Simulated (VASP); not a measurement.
# MoS2 (R3m) in VASP: notebook, part 2 of 2

VASP 6.6.1. Earlier steps stand in the parts before.

## Step 3: Relaxation of cell and atoms, PBEsol

This run uses another cell than the first one, of 17.68 Å³/atom, 0.996 times its volume.

Input file INCAR:

```
SYSTEM = MoS2
PREC = Accurate
ENCUT = 600
EDIFF = 1E-6
ISMEAR = 0
SIGMA = 0.1
LREAL = .False.
LASPH = .True.
NELM = 80
ALGO = Normal
ISIF = 3
LWAVE = .False.
LCHARG = .False.
GGA = PS
IBRION = 2
NSW = 100
EDIFFG = -0.05
```

Input file KPOINTS:

```
regular mesh
0
Gamma
  6 6 6
  0 0 0
```

Input file POSCAR:

```
MoS2
1.0
    1.5815003568      0.9130796567      6.1233300000
   -1.5815003568      0.9130796567      6.1233300000
    0.0000000000     -1.8261593134      6.1233300000
Mo S
1 2
Direct
    0.0000000000      0.0000000000      0.0000000000
    0.7484000000      0.7484000000      0.7484000000
    0.5849000000      0.5849000000      0.5849000000
```

Potentials or basis: VASP PAW PBE potentials, release 64 (Mo_sv, S).

Started as:

```sh
> cat potpaw_PBE.64/Mo_sv/POTCAR potpaw_PBE.64/S/POTCAR > POTCAR
> mpirun -np 1 vasp_std > vasp.out
```

Run time: 14 min. Hardware: 1 thread of Intel Xeon Platinum 8259CL at 2.50GHz (Skylake/Cascade Lake), shared host; peak memory 0.41 GiB.

Results (log left out):

```yaml
Free_energy: -23.4505 eV
Relaxed_volume: 17.81 Å³/atom
Relaxed_cell: a = 6.519 Å, b = 6.519 Å, c = 6.519 Å, α = 27.87°, β = 27.87°, γ = 27.87°
Space_group_after_relaxing_to_0.05_Å: R3m (No. 160)
Energy_gained_by_relaxing: 17.8 meV/atom
Ionic_steps: 5
Pressure_after_relaxing: 0.2 GPa
Largest_force_after_relaxing: 0.012 eV/Å
Band_gap_on_the_k_mesh: 1.01 eV, indirect (least direct gap 1.81 eV)
```

Forces in eV/Å, atoms in the order of the input:
```
Mo   0.000  0.000  0.000
S    0.000  0.000 -0.012
S    0.000  0.000  0.012
```

Stress tensor (GPa, compression positive):
```
 0.30  0.00  0.00
 0.00  0.30  0.00
 0.00  0.00 -0.10
```

Step by step:
| step | energy change (eV) | largest force (eV/Å) | pressure (GPa) | volume (Å³) |
| --- | --- | --- | --- | --- |
| 1 | 0.0000 | 1.0200 | 4.20 | 53.05 |
| 2 | 0.0985 | 1.4559 | -9.98 | 56.67 |
| 3 | -0.0454 | 0.0232 | -1.60 | 54.31 |
| 4 | -0.0455 | 0.0553 | -1.41 | 54.27 |
| 5 | -0.0533 | 0.0119 | 0.16 | 53.44 |

Final structure:
```xyz
3
Lattice="1.5696 0.9062 6.2618 -1.5696 0.9062 6.2618 0.0000 -1.8125 6.2618" Properties=species:S:1:pos:R:3 pbc="T T T"
Mo    0.0000    0.0000   18.7854
S     0.0000    0.0000   14.0834
S     0.0000    0.0000   10.9632
```

Levels at points of the mesh, in eV from the valence-band top:
```tsv
k point	band 11	band 12	band 13	band 14	band 15	band 16
(0.00, 0.00, 0.00)	-2.07	-1.31	-1.17	2.24	2.24	2.61
(0.50, 0.00, 0.00)	-2.32	-1.42	-1.38	1.83	2.21	3.59
(0.50, 0.50, 0.00)	-2.84	-1.58	-1.20	1.79	2.35	3.14
(0.50, 0.50, 0.50)	-2.05	-2.05	0.00	2.32	2.32	2.50
```

Caveat: the PAW data sets were made with another functional, which shifts forces and pressure a little; the relaxation stopped at a loose force limit of 0.05 eV/Å, so its end isn't a converged minimum.

## Step 4: Single point, PBEsol

Input file INCAR:

```
PREC     = Accurate       # precision mode
ENCUT    = 520            # plane-wave cutoff, eV
EDIFF    = 1E-7           # SCF threshold, eV
ISMEAR   = 0              # smearing method
SIGMA    = 0.1            # smearing width, eV
LREAL    = False          # projectors in reciprocal space
LASPH    = True           # aspherical terms in the spheres
NELM     = 80             # most SCF steps
ALGO     = Normal         # electronic algorithm
ISIF     = 2              # what is computed and relaxed
LWAVE    = False          # write WAVECAR
LCHARG   = False          # write CHGCAR
GGA      = PS             # functional
NBANDS   = 20             # bands
```

Input file KPOINTS:

```
regular mesh
0
Gamma
  6 6 6
```

Input file POSCAR:

```
MoS2
1.0
    1.5716034329      0.9073656650      6.2270314848
   -1.5716034329      0.9073656650      6.2270314848
    0.0000000000     -1.8147313300      6.2270314848
Mo S
1 2
Direct
    0.0000024353      0.0000024353      0.0000024353
    0.7500713862      0.7500713862      0.7500713862
    0.5832261786      0.5832261786      0.5832261786
```

Started as:

```sh
> cat potpaw_PBE.64/Mo_sv/POTCAR potpaw_PBE.64/S/POTCAR > POTCAR
> mpirun -np 1 vasp_std > vasp.out
```

Wall time 94 s (1 thread of Intel Xeon Platinum 8488C (Sapphire Rapids), shared host); peak memory 0.31 GiB.

It converged, with:

* Free energy: -23.4497 eV
* Pressure: 0.0 GPa
* Largest force: 0.009 eV/Å
* Band gap on the k mesh: 0.98 eV, indirect (least direct gap 1.80 eV)

Forces in eV/Å, atoms in the order of the input:
```
Mo   0.000  0.000 -0.002
S    0.000  0.000 -0.008
S    0.000  0.000  0.009
```

Levels at points of the mesh, in eV from the valence-band top:
```
           k point  band 9  band 10  band 11  band 12  band 13  band 14  band 15  band 16  band 17  band 18
(0.00, 0.00, 0.00)   -3.26    -2.12    -2.12    -1.29    -1.19     2.19     2.19     2.57     2.57     5.63
(0.50, 0.00, 0.00)   -4.97    -3.88    -2.33    -1.46    -1.41     1.78     2.16     3.56     3.62     5.31
(0.50, 0.50, 0.00)   -4.69    -3.82    -2.88    -1.63    -1.23     1.74     2.31     3.10     4.02     6.03
(0.50, 0.50, 0.50)   -3.27    -3.27    -2.10    -2.10     0.00     2.28     2.28     2.45     2.45     5.75
```

Caveat: the PAW data sets were made with another functional, which shifts forces and pressure a little.

## Step 5: Single point, PBEsol

This run uses another cell than the first one, of 17.92 Å³/atom, 1.009 times its volume.

Input file INCAR:

```
SYSTEM = MoS2
PREC     = Accurate       ! precision mode
ENCUT    = 520            ! plane-wave cutoff, eV
EDIFF    = 1E-7           ! SCF threshold, eV
ISMEAR   = 0              ! smearing method
SIGMA    = 0.02           ! smearing width, eV
LREAL    = .FALSE.        ! projectors in reciprocal space
LASPH    = .TRUE.         ! aspherical terms in the spheres
NELM     = 100            ! most SCF steps
ALGO     = Normal         ! electronic algorithm
ISIF     = 2              ! what is computed and relaxed
LWAVE    = .FALSE.        ! write WAVECAR
LCHARG   = .TRUE.         ! write CHGCAR
GGA      = PS             ! functional
LELF     = .TRUE.         ! ELF
LVHAR    = .TRUE.       
NBANDS   = 20             ! bands
```

Input file KPOINTS:

```
Automatic mesh
0
G
  12 12 12
  0 0 0
```

Input file POSCAR:

```
MoS2
1.0
    1.5715604137      0.9073408279      6.2832906737
   -1.5715604137      0.9073408279      6.2832906737
    0.0000000000     -1.8146816557      6.2832906737
Mo S
1 2
Direct
   -0.0000016706     -0.0000016706     -0.0000016706
    0.7493120932      0.7493120932      0.7493120932
    0.5839895775      0.5839895775      0.5839895775
```

Started as:

```sh
> cat potpaw_PBE.64/Mo_sv/POTCAR potpaw_PBE.64/S/POTCAR > POTCAR
> mpirun -np 1 vasp_std > vasp.out
```

Wall time 10 min (1 thread of Intel Xeon Platinum 8488C (Sapphire Rapids), shared host); peak memory 0.46 GiB.

Results (log left out):

```yaml
Free_energy: -23.4504 eV
Pressure: 0.0 GPa
Band_gap_on_the_k_mesh: 1.02 eV, indirect (least direct gap 1.80 eV)
```

Levels at points of the mesh, in eV from the valence-band top:
```tsv
k point	band 9	band 10	band 11	band 12	band 13	band 14	band 15	band 16	band 17	band 18
(0.00, 0.00, 0.00)	-3.22	-2.08	-2.08	-1.32	-1.15	2.24	2.24	2.60	2.60	5.66
(0.50, 0.00, 0.00)	-4.92	-3.84	-2.31	-1.43	-1.37	1.81	2.21	3.58	3.68	5.34
(0.50, 0.50, 0.00)	-4.66	-3.78	-2.82	-1.58	-1.20	1.78	2.34	3.14	4.04	6.05
(0.50, 0.50, 0.50)	-3.23	-3.23	-2.06	-2.06	0.00	2.31	2.31	2.50	2.50	5.79
```

Caveat: the PAW data sets were made with another functional, which shifts forces and pressure a little.

## Step 6: Relaxation of cell and atoms, PBEsol

This run uses another cell than the first one, of 17.68 Å³/atom, 0.996 times its volume.

Input file INCAR:

```
SYSTEM = MoS2
PREC = Accurate
ENCUT = 600
EDIFF = 1E-6
ISMEAR = 0
SIGMA = 0.1
LREAL = .False.
LASPH = .True.
NELM = 80
ALGO = Normal
ISIF = 3
LWAVE = .False.
LCHARG = .False.
GGA = PS
IBRION = 2
NSW = 100
EDIFFG = -0.05
```

Input file KPOINTS:

```
regular mesh
0
Gamma
  6 6 6
  0 0 0
```

Input file POSCAR:

```
MoS2
1.0
    0.0000000000     -1.8261593134      6.1233300000
    1.5815003568      0.9130796567      6.1233300000
   -1.5815003568      0.9130796567      6.1233300000
Mo S
1 2
Direct
    0.0000000000      0.0000000000      0.0000000000
    0.7484000000      0.7484000000      0.7484000000
    0.5849000000      0.5849000000      0.5849000000
```

Potentials or basis: VASP PAW PBE potentials, release 64 (Mo_sv, S).

Started as:

```sh
> cat potpaw_PBE.64/Mo_sv/POTCAR potpaw_PBE.64/S/POTCAR > POTCAR
> mpirun -np 1 vasp_std > vasp.out
```

It took 6.4 min on 1 thread of Intel Xeon Platinum 8488C (Sapphire Rapids), shared host; peak memory 0.42 GiB.

Results (log left out):

```
Free energy                            : -23.4505 eV
Relaxed volume                         : 17.81 Å³/atom
Relaxed cell                           : a = 6.519 Å, b = 6.519 Å, c = 6.519 Å, α = 27.87°, β = 27.87°, γ = 27.87°
Space group after relaxing (to 0.05 Å) : R3m (No. 160)
Energy gained by relaxing              : 17.8 meV/atom
Ionic steps                            : 5
Pressure after relaxing                : 0.2 GPa
Largest force after relaxing           : 0.012 eV/Å
Band gap on the k mesh                 : 1.01 eV, indirect (least direct gap 1.81 eV)
```

Forces on the atoms (eV/Å):
```
Mo   0.000  0.000  0.000
S    0.000  0.000 -0.012
S    0.000  0.000  0.012
```

Stress tensor (GPa, compression positive):
```
 0.30  0.00  0.00
 0.00  0.30  0.00
 0.00  0.00 -0.10
```

Step by step:
| step | energy change (eV) | largest force (eV/Å) | pressure (GPa) | volume (Å³) |
| --- | --- | --- | --- | --- |
| 1 | 0.0000 | 1.0200 | 4.20 | 53.05 |
| 2 | 0.0985 | 1.4559 | -9.98 | 56.67 |
| 3 | -0.0454 | 0.0232 | -1.60 | 54.31 |
| 4 | -0.0455 | 0.0553 | -1.41 | 54.27 |
| 5 | -0.0533 | 0.0119 | 0.16 | 53.44 |

Final structure:
```
Mo S
1.0
     0.00000   -1.81246    6.26181
     1.56963    0.90623    6.26181
    -1.56963    0.90623    6.26181
Mo S
1 2
Direct
  0.00000 0.00000 0.00000
  0.74970 0.74970 0.74970
  0.58360 0.58360 0.58360
```

Levels at points of the mesh, in eV from the valence-band top:
| k point | band 9 | band 10 | band 11 | band 12 | band 13 | band 14 | band 15 | band 16 | band 17 |
| --- | --- | --- | --- | --- | --- | --- | --- | --- | --- |
| (0.00, 0.00, 0.00) | -3.21 | -2.07 | -2.07 | -1.31 | -1.17 | 2.24 | 2.24 | 2.61 | 2.61 |
| (0.50, 0.00, 0.00) | -4.93 | -3.84 | -2.32 | -1.42 | -1.38 | 1.83 | 2.21 | 3.59 | 3.67 |
| (0.50, 0.50, 0.00) | -4.66 | -3.78 | -2.84 | -1.58 | -1.20 | 1.79 | 2.35 | 3.14 | 4.04 |
| (0.50, 0.50, 0.50) | -3.22 | -3.22 | -2.05 | -2.05 | 0.00 | 2.32 | 2.32 | 2.50 | 2.50 |

Caveat: the PAW data sets were made with another functional, which shifts forces and pressure a little; the relaxation stopped at a loose force limit of 0.05 eV/Å, so its end isn't a converged minimum. A k mesh can miss the band edges.

## Step 7: Summary

```csv
task,cell,k mesh,cutoff (eV),smearing,gap on the mesh (eV),pressure (GPa),largest force (eV/Å)
single point,"a = 6.486 Å, angles 28.0°, 3 atoms",6 × 6 × 6,520,gaussian 0.1 eV,0.98,0.0,0.01
relaxation of cell and atoms,"relaxed from a = 6.390 Å, angles 28.7°, 3 atoms",6 × 6 × 6,600,gaussian 0.1 eV,1.01,0.2,0.01
single point,"a = 6.540 Å, angles 27.8°, 3 atoms",12 × 12 × 12,520,gaussian 0.02 eV,1.02,0.0,-
```

Alike in all rows: level PBEsol; potentials or basis VASP PAW PBE potentials, release 64 (Mo_sv, S); no spin polarisation.

Caveats: the PAW data sets were made with another functional, which shifts forces and pressure a little; the relaxation stopped at a loose force limit of 0.05 eV/Å, so its end isn't a converged minimum (some runs).

Total energies depend on the potentials used, so only differences within one code and one set of settings carry meaning.
